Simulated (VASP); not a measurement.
Zr7B: single point with r2SCAN

The system is Zr7B.

```
Zr B
1.0
     4.32878    2.49922    2.68415
    -4.32878    2.49922    2.68415
     0.00000   -4.99844    2.68415
Zr B
7 1
Direct
  0.77833 0.64332 0.07668
  0.07668 0.77833 0.64332
  0.35668 0.92332 0.22167
  0.92332 0.22167 0.35668
  0.22167 0.35668 0.92332
  0.64332 0.07668 0.77833
  0.50000 0.50000 0.50000
  0.00000 0.00000 0.00000
```

```json
{
  "Program": "VASP 6.6.1",
  "Task": "single point",
  "Functional": "r2SCAN",
  "Potentials or basis": "VASP PAW PBE potentials, release 64 (Zr_sv, B)",
  "Cutoff": "550 eV",
  "k mesh": "6 × 6 × 6",
  "Occupations": "gaussian, width 0.1 eV",
  "Spin": "no spin polarisation",
  "Dipole correction": "no",
  "Further INCAR settings": "ALGO = Normal; EDIFF = 1e-06; NBANDS = 54"
}
```

| Property | Result |
| --- | --- |
| Pressure | 0.7 GPa |
| Largest force | 0.021 eV/Å |
| Band gap on the k mesh | zero (an odd number of electrons rules out a gap without spin polarisation) |

Forces on the atoms (eV/Å):
```
Zr  -0.019 -0.010 -0.004
Zr   0.018 -0.011 -0.004
Zr  -0.001 -0.021  0.004
Zr  -0.018  0.011  0.004
Zr   0.019  0.010  0.004
Zr   0.001  0.021 -0.004
Zr   0.000  0.000  0.000
B    0.000  0.000  0.000
```

Stress tensor (GPa, compression positive):
```
0.74 0.00 0.00
0.00 0.74 0.00
0.00 0.00 0.52
```

Levels at points of the mesh, in eV from the Fermi level:
```
           k point  band 40  band 41  band 42  band 43  band 44  band 45  band 46  band 47  band 48  band 49
(0.00, 0.00, 0.00)    -0.88    -0.88    -0.53    -0.07    -0.07     0.11     0.11     0.17     1.17     1.24
(0.50, 0.00, 0.00)    -0.98    -0.51    -0.12     0.07     0.10     0.32     0.44     0.53     1.00     1.23
(0.50, 0.50, 0.00)    -0.66    -0.62    -0.43    -0.37     0.10     0.25     0.37     0.63     0.78     1.00
(0.50, 0.50, 0.50)    -0.97    -0.97    -0.90    -0.90    -0.39     0.31     0.73     0.73     0.91     1.06
```

It took 48 min on 1 thread of Intel Xeon 8259CL, with other jobs on the host, peak memory 0.55 GiB.

Caveat: the PAW data sets were made with another functional, which shifts forces and pressure a little.
